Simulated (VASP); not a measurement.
A run of VASP 6.6.1:

INCAR

```
PREC = Accurate
ENCUT = 1340
EDIFF = 1E-6
ISMEAR = 0
SIGMA = 0.02
LREAL = F
LASPH = T
NELM = 120
ALGO = Normal
ISIF = 2
LWAVE = F
LCHARG = F
GGA = PE
NBANDS = 28
GGA_COMPAT = F
```

The input KPOINTS:

```
Automatic mesh
0
Gamma
  8 8 8
```

The input POSCAR:

```
BaTiO3
1.0
    4.0996359519      0.0000000000      0.0000000000
    0.0000000000      3.9986887195      0.0000000000
    0.0000000000      0.0000000000      3.9986887195
Ba Ti O
1 1 3
Direct
    0.5000000000      0.5000000000      0.5000000000
    0.0000000000      0.0000000000      0.0000000000
    0.5000000000      0.0000000000      0.0000000000
    0.0000000000      0.5000000000      0.0000000000
    0.0000000000      0.0000000000      0.5000000000
```

Potentials or basis: VASP PAW PBE potentials, release 64 (Ba_sv, Ti_sv, O_h).

Launch:

```sh
$ cat potpaw_PBE.64/Ba_sv/POTCAR potpaw_PBE.64/Ti_sv/POTCAR potpaw_PBE.64/O_h/POTCAR > POTCAR
$ mpirun -np 1 vasp_std > vasp.out
```

Hardware: 1 thread of Intel(R) Xeon(R) Platinum 8488C (Sapphire Rapids), on a shared host.

Problem. Estimate the wall time of this run.

Solution. It took 6.2 min on 1 thread of Intel(R) Xeon(R) Platinum 8488C (Sapphire Rapids), with other jobs on the host, peak memory 0.73 GiB. Counts: scf iterations 16, k points 75.
